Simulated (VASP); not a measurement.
**BaS: single point with PBE**

Crystal: BaS.

```
Ba S
1.0
     0.00000    3.21180    3.14756
     3.21180    0.00000    3.14756
     3.21180    3.21180    0.00000
Ba S
1 1
Direct
  0.00000 0.00000 0.00000
  0.50000 0.50000 0.50000
```

This cell differs from its parent crystal: uniaxial z strain -2.0%.

```yaml
Program: VASP 6.6.1
Task: single point
Functional: PBE
Potentials_or_basis: VASP PAW PBE potentials, release 64 (Ba_sv, S)
Cutoff: 520 eV
k_mesh: 8 × 8 × 8
Occupations: fermi-dirac, width 0.02 eV
Spin: no spin polarisation
Dipole_correction: no
Further_INCAR_settings: ALGO = Normal; EDIFF = 1e-06; NBANDS = 15
```

* Pressure: 1.6 GPa
* Band gap on the k mesh: 2.04 eV (least direct gap 2.19 eV)

Stress tensor (GPa, compression positive):
```
1.01 0.00 0.00
0.00 1.01 0.00
0.00 0.00 2.89
```

Levels at points of the mesh, in eV from the valence-band top:
| k point | band 5 | band 6 | band 7 | band 8 | band 9 | band 10 | band 11 | band 12 |
| --- | --- | --- | --- | --- | --- | --- | --- | --- |
| (0.00, 0.00, 0.00) | -10.41 | -0.07 | -0.07 | 0.00 | 3.55 | 3.78 | 3.78 | 3.92 |
| (0.50, 0.00, 0.00) | -9.15 | -1.99 | -1.15 | -1.14 | 5.51 | 5.65 | 6.25 | 6.30 |
| (0.50, 0.50, 0.00) | -10.32 | -0.49 | -0.21 | -0.21 | 2.04 | 5.93 | 6.01 | 7.45 |
| (0.50, 0.00, 0.50) | -10.32 | -0.60 | -0.21 | -0.13 | 2.06 | 5.81 | 6.07 | 7.38 |

It took 94 s on 1 thread of AMD EPYC 7R13 (shared host), peak memory 0.21 GiB.

Caveat: the cell differs from its parent crystal (uniaxial z strain -2.0%); spin-orbit coupling is left out, which moves the levels of the heavy elements. A k mesh can miss the band edges.
